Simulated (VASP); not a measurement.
# BP3 (Pm-3m) in VASP: further runs

BP3 is run at these levels: PBE; tasks: single point, relaxation of cell and atoms.

All numbers are computed with VASP 6.6.1; they aren't measurements. Logs are shortened: lines on timing, memory, paths and dates and some standing lists are left out, and cuts for length are marked.

## (1) The cell of the first run

The structure is cubic, space group Pm-3m (No. 221). Conventional cell: a = 3.702 Å, b = 3.702 Å, c = 3.702 Å, α = 90.00°, β = 90.00°, γ = 90.00°. B (site symmetry m-3m) has 12 P at 2.62 Å within 3.5 Å. P (site symmetry 4/mmm) has 4 B at 2.62 Å and 8 P at 2.62 Å within 3.5 Å.

## (2) Single point, PBE

INCAR reads:

```
ALGO     = Normal         # electronic algorithm
EDIFF    = 1E-6           # SCF threshold, eV
ENCUT    = 520            # plane-wave cutoff, eV
GGA      = PE             # functional
ISIF     = 2              # what is computed and relaxed
ISMEAR   = 0              # smearing method
LASPH    = T              # aspherical terms in the spheres
LCHARG   = T              # write CHGCAR
LELF     = T              # ELF
LREAL    = F              # projectors in reciprocal space
LVHAR    = T            
LWAVE    = F              # write WAVECAR
NBANDS   = 17             # bands
NELM     = 100            # most SCF steps
PREC     = Accurate       # precision mode
SIGMA    = 0.1            # smearing width, eV
```

KPOINTS reads:

```
k-points
0
Gamma
  4 4 4
```

POSCAR reads:

```
BP3
1.0
    3.7020980759      0.0000000000      0.0000000000
    0.0000000000      3.7020980759      0.0000000000
    0.0000000000      0.0000000000      3.7020980759
B P
1 3
Direct
    0.0000000000      0.0000000000      0.0000000000
    0.0000000000      0.5000000000      0.5000000000
    0.5000000000      0.0000000000      0.5000000000
    0.5000000000      0.5000000000      0.0000000000
```

Potentials or basis: VASP PAW PBE potentials, release 64 (B, P).

Launch:

```console
$ cat potpaw_PBE.64/B/POTCAR potpaw_PBE.64/P/POTCAR > POTCAR
$ mpirun -np 1 vasp_std > vasp.out
```

OUTCAR:

```text
EDIFF = 1E-6
   ENCUT = 520
   GGA = PE
   ISIF = 2
   ISMEAR = 0
   LASPH = T
   LREAL = F
   NELM = 100
   PREC = Accurate

 ion  position               nearest neighbor table
   1  0.000  0.000  0.000-
   2  0.000  0.500  0.500-   3 2.62   4 2.62   4 2.62   3 2.62   3 2.62   4 2.62   4 2.62   3 2.62

   3  0.500  0.000  0.500-   2 2.62   4 2.62   4 2.62   2 2.62   4 2.62   4 2.62   2 2.62   2 2.62

   4  0.500  0.500  0.000-   2 2.62   3 2.62   2 2.62   3 2.62   3 2.62   3 2.62   2 2.62   2 2.62

  LATTYP: Found a simple cubic cell.
 ALAT       =     3.7020980759

  Lattice vectors:

 A1 = (   3.7020980759,   0.0000000000,   0.0000000000)
 A2 = (   0.0000000000,   3.7020980759,   0.0000000000)
 A3 = (   0.0000000000,   0.0000000000,   3.7020980759)

Analysis of symmetry for initial positions (statically):
=====================================================================
 Subroutine PRICEL returns:
 Original cell was already a primitive cell.

 Routine SETGRP: Setting up the symmetry group for a
 simple cubic supercell.

 Subroutine GETGRP returns: Found 48 space group operations
 (whereof 48 operations were pure point group operations)
 out of a pool of 48 trial point group operations.

The static configuration has the point symmetry O_h .

Analysis of symmetry for dynamics (positions and initial velocities):
=====================================================================
 Subroutine PRICEL returns:
 Original cell was already a primitive cell.

 Routine SETGRP: Setting up the symmetry group for a
 simple cubic supercell.

 Subroutine GETGRP returns: Found 48 space group operations
 (whereof 48 operations were pure point group operations)
 out of a pool of 48 trial point group operations.

The dynamic configuration has the point symmetry O_h .

 Subroutine INISYM returns: Found 48 space group operations
 (whereof 48 operations are pure point group operations),
 and found     1 'primitive' translations

----------------------------------------------------------------------------------------

                                     Primitive cell

  volume of cell :      50.7392

  direct lattice vectors                    reciprocal lattice vectors
     3.702098076  0.000000000  0.000000000     0.270117101  0.000000000  0.000000000
     0.000000000  3.702098076  0.000000000     0.000000000  0.270117101  0.000000000
     0.000000000  0.000000000  3.702098076     0.000000000  0.000000000  0.270117101

  length of vectors
     3.702098076  3.702098076  3.702098076     0.270117101  0.270117101  0.270117101

  position of ions in fractional coordinates (direct lattice)
     0.000000000  0.000000000  0.000000000
     0.000000000  0.500000000  0.500000000
     0.500000000  0.000000000  0.500000000
     0.500000000  0.500000000  0.000000000

  ion indices of the primitive-cell ions
   primitive index   ion index
                 1           1
                 2           2
                 3           3
                 4           4

----------------------------------------------------------------------------------------

 KPOINTS: k-points

Automatic generation of k-mesh.
 Grid dimensions read from file:
 generate k-points for:    4    4    4

 Generating k-lattice:

  Cartesian coordinates                     Fractional coordinates (reciprocal lattice)
     0.067529275  0.000000000  0.000000000     0.250000000  0.000000000  0.000000000
     0.000000000  0.067529275  0.000000000     0.000000000  0.250000000  0.000000000
     0.000000000  0.000000000  0.067529275     0.000000000  0.000000000  0.250000000

  Length of vectors
     0.067529275  0.067529275  0.067529275

  Shift w.r.t. Gamma in fractional coordinates (k-lattice)
     0.000000000  0.000000000  0.000000000

 Subroutine IBZKPT returns following result:
 ===========================================

 Found     10 irreducible k-points:

 Following reciprocal coordinates:
            Coordinates               Weight
  0.000000  0.000000  0.000000      1.000000
  0.250000  0.000000  0.000000      6.000000
  0.500000  0.000000  0.000000      3.000000
  0.250000  0.250000  0.000000     12.000000
  0.500000  0.250000  0.000000     12.000000
  0.500000  0.500000  0.000000      3.000000
  0.250000  0.250000  0.250000      8.000000
  0.500000  0.250000  0.250000     12.000000
  0.500000  0.500000  0.250000      6.000000
  0.500000  0.500000  0.500000      1.000000
   k-points           NKPTS =     10   k-points in BZ     NKDIM =     10   number of bands    NBANDS=     17
   number of dos      NEDOS =    301   number of ions     NIONS =      4
   total plane-waves  NPLWV =  21952
   dimension x,y,z NGX =    28 NGY =   28 NGZ =   28
   dimension x,y,z NGXF=    56 NGYF=   56 NGZF=   56
   ions per type =               1   3
   NGX,Y,Z   is equivalent  to a cutoff of  12.57, 12.57, 12.57 a.u.
   NGXF,Y,Z  is equivalent  to a cutoff of  25.15, 25.15, 25.15 a.u.
 SYSTEM =  unknown system
   PREC   = accura    normal or accurate (medium, high low for compatibility)
   ISTART =      0    job   : 0-new  1-cont  2-samecut
   ICHARG =      2    charge: 1-file 2-atom 10-const
   ISPIN  =      1    spin polarized calculation?
   LNONCOLLINEAR =      F non collinear calculations
   LSORBIT =      F    spin-orbit coupling
   LASPH  =      T    aspherical Exc in radial PAW
   ENCUT  =  520.0 eV  38.22 Ry    6.18 a.u.   6.88  6.88  6.88*2*pi/ulx,y,z
   NELM   =    100;   NELMIN=  2; NELMDL= -5     # of ELM steps
   EDIFF  = 0.1E-05   stopping-criterion for ELM
   LREAL  =      F    real-space projection
   EDIFFG = 0.1E-04   stopping-criterion for IOM
   NSW    =      0    number of steps for IOM
   IBRION =     -1    ionic relax: 0-MD 1-quasi-New 2-CG
   NFREE  =      0    steps in history (QN), initial steepest desc. (CG)
   ISIF   =      2    stress and relaxation
   ISYM   =      2    0-nonsym 1-usesym 2-fastsym
   POTIM  = 0.5000    time-step for ionic-motion
   TEBEG  =    0.0;   TEEND  =   0.0 temperature during run
   PSTRESS=    0.0 pullay stress
   NELECT =      18.0000    total number of electrons
   NUPDOWN=      -1.0000    fix difference up-down
   EMIN   =  10.00;   EMAX   =-10.00  energy-range for DOS
   EFERMI =   0.00;   METHOD = LEGACY
   ISMEAR =     0;   SIGMA  =   0.10  broadening in eV -4-tet -1-fermi 0-gaus
   EFERMI_NEDOS =   21; number of points for ismear=-14 and -15
   IALGO  =     38    algorithm
   IMIX   =      4    mixing-type and parameters
     AMIX     =   0.40;   BMIX     =  1.00
     AMIX_MAG =   1.60;   BMIX_MAG =  1.00
  volume/ion in A,a.u.               =      12.68        85.60
  Fermi-wavevector in a.u.,A,eV,Ry     =   1.158914  2.190029 18.273724  1.343081
  Thomas-Fermi vector in A             =   2.295511
   LORBIT       =      0    0 simple, 1 ext, 2 COOP (PROOUT), +10 PAW based schemes
   GGA     = PE    functional components
   LHFCALC =     F    Hartree Fock is set to
   AEXX    =    0.0000 exact exchange contribution
   IVDW    =     0    specifies the selected vdW correction
   LEPSILON=     F    determine dielectric tensor
   LRPA    =     F    only Hartree local field effects (RPA)
 non-spin polarized calculation
 Gauss-broadening in eV      SIGMA  =   0.10
  energy-cutoff  :      520.00
  volume of cell :       50.74
 maximum number of plane-waves:      1406
 NGX is ok and might be reduce to    28
   NGX = 13   NGY = 13   NGZ = 13

 number of electron      18.0000000 magnetization

 Free energy of the ion-electron system (eV)
  ---------------------------------------------------
  ext. energy  EPLUGINS =         0.00000000
  ---------------------------------------------------
  free energy    TOTEN  =       -17.55054870 eV

  energy without entropy =      -17.54204104  energy(sigma->0) =      -17.54629487

 E-fermi :   9.4287     XC(G=0): -11.6072

 val. band max:        9.3971693927   @ k =   0.2500   0.0000   0.0000
 cond. band min:       9.9345518768   @ k =   0.2500   0.2500   0.2500
 fundamental gap:      0.5373824841
 Fermi energy:         9.4286641420

 k-point     1 :       0.0000    0.0000    0.0000
  band No.  band energies     occupation
      1      -7.0230      2.00000
      2       2.2719      2.00000
      3       2.2719      2.00000
      4       2.9835      2.00000
      5       2.9835      2.00000
      6       2.9835      2.00000
[... 9 lines left out ...]
     16      14.9824      0.00000
     17      15.7454      0.00000

 k-point     2 :       0.2500    0.0000    0.0000
  band No.  band energies     occupation
      1      -6.4164      2.00000
      2      -1.2971      2.00000
      3       2.6555      2.00000
      4       3.5820      2.00000
      5       3.5820      2.00000
      6       4.6593      2.00000
[... 9 lines left out ...]
     16      15.8090      0.00000
     17      16.4656      0.00000

 k-point     3 :       0.5000    0.0000    0.0000
  band No.  band energies     occupation
      1      -5.0857      2.00000
      2      -3.8086      2.00000
      3       3.1735      2.00000
      4       4.9709      2.00000
      5       4.9709      2.00000
      6       5.7350      2.00000
[... 9 lines left out ...]
     16      13.5773      0.00000
     17      16.4972      0.00000

 k-point     4 :       0.2500    0.2500    0.0000
  band No.  band energies     occupation
      1      -5.8100      2.00000
      2      -1.0974      2.00000
      3      -0.3041      2.00000
      4       3.6904      2.00000
      5       4.1792      2.00000
      6       5.5180      2.00000
[... 9 lines left out ...]
     16      16.8354      0.00000
     17      17.5121      0.00000
[... 63 lines left out ...]
      1      -3.8428      2.00000
      2      -2.7519      2.00000
      3       0.2737      2.00000
      4       2.3420      2.00000
      5       2.5222      2.00000
      6       3.0782      2.00000
[... 9 lines left out ...]
     16      14.7575      0.00000
     17      19.0598      0.00000

 k-point     9 :       0.5000    0.5000    0.2500
  band No.  band energies     occupation
      1      -2.2175      2.00000
      2      -1.8357      2.00000
      3      -1.8357      2.00000
      4       0.6898      2.00000
      5       2.9833      2.00000
      6       3.9278      2.00000
[... 9 lines left out ...]
     16      15.6925      0.00000
     17      20.0947      0.00000

 k-point    10 :       0.5000    0.5000    0.5000
  band No.  band energies     occupation
      1      -0.9622      2.00000
      2      -0.9622      2.00000
      3      -0.9622      2.00000
      4       0.5257      2.00000
      5       1.8644      2.00000
      6       1.8644      2.00000
[... 9 lines left out ...]
     16      15.8756      0.00000
     17      20.7803      0.00000

------------------------ aborting loop because EDIFF is reached ----------------------------------------

  FORCE on cell =-STRESS in cart. coord.  units (eV):
  Direction    XX          YY          ZZ          XY          YZ          ZX
  --------------------------------------------------------------------------------------
  -------------------------------------------------------------------------------------
  Total       -0.0011115     -0.0011115     -0.0011115     -0.0000000     -0.0000000     -0.0000000
  in kB       -0.0350968     -0.0350968     -0.0350968     -0.0000000     -0.0000000     -0.0000000
  external PRESSURE =      -0.0350968 kB  Pullay stress =       0.0000000 kB

 VOLUME and BASIS-vectors are now :
 -----------------------------------------------------------------------------
  energy-cutoff  :      520.00
  volume of cell :       50.74
      direct lattice vectors                 reciprocal lattice vectors
     3.702098076  0.000000000  0.000000000     0.270117101  0.000000000  0.000000000
     0.000000000  3.702098076  0.000000000     0.000000000  0.270117101  0.000000000
     0.000000000  0.000000000  3.702098076     0.000000000  0.000000000  0.270117101

 POSITION                                       TOTAL-FORCE (eV/Angst)
 -----------------------------------------------------------------------------------
      0.00000      0.00000      0.00000         0.000000      0.000000      0.000000
      0.00000      1.85105      1.85105         0.000000      0.000000      0.000000
      1.85105      0.00000      1.85105         0.000000      0.000000      0.000000
      1.85105      1.85105      0.00000         0.000000      0.000000      0.000000
 -----------------------------------------------------------------------------------
    total drift:                               -0.000000      0.000000      0.000000

  FREE ENERGIE OF THE ION-ELECTRON SYSTEM (eV)
  ---------------------------------------------------
  free  energy   TOTEN  =       -17.5505486952 eV

  energy  without entropy=      -17.5420410352  energy(sigma->0) =      -17.54629487
```

Run time: 11 s. Hardware: 1 thread of Intel Xeon 8259CL, shared host; peak memory 0.15 GiB.

What came out:

| Quantity | Value |
| --- | --- |
| Free energy | -17.5505 eV |
| Pressure | 0.0 GPa |
| Band gap on the k mesh | zero (bands 9 and 10 overlap by 7.83 eV) |

Caveat: the k points lie up to 0.42 Å⁻¹ apart, too coarse for converged energies and pressures of a metal.

(Part 1 of 2 ends here.)
